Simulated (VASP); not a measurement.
A run of VASP 6.6.1 is set up as follows.

Contents of INCAR:

```
SYSTEM = Cu
PREC = Accurate ; ENCUT = 520
EDIFF = 1E-8 ; ISMEAR = -1
SIGMA = 0.15 ; LREAL = .FALSE.
LASPH = .TRUE. ; NELM = 60
ALGO = Normal ; ISIF = 2
LWAVE = .FALSE. ; LCHARG = .FALSE.
GGA = PS ; LEFG = .TRUE.
NBANDS = 12
```

KPOINTS

```
regular mesh
0
G
  24 24 24
  0 0 0
```

Contents of POSCAR:

```
Cu
1.0
   -1.4441399100      1.4441399100      1.3626454446
    1.4441399100     -1.4441399100      1.3626454446
    1.4441399100      1.4441399100     -1.3626454446
Cu
1
Direct
    0.0000000000      0.0000000000      0.0000000000
```

Potentials or basis: VASP PAW PBE potentials, release 64 (Cu).

The run is started by

```sh
$ cat potpaw_PBE.64/Cu/POTCAR > POTCAR
$ mpirun -np 1 vasp_std > vasp.out
```

Task: Estimate the pressure.

Result: 0.7 GPa.

Electric field gradients, principal values (V/Å²):
```
atom  least  middle  greatest (by size)
1 Cu  0.481   0.482              -0.963
```

Caveat: without QUAD_EFG the Cq values of the log hold for a quadrupole moment of 1 mb, not for the nuclei; the PAW data sets were made with another functional, which shifts forces and pressure a little.
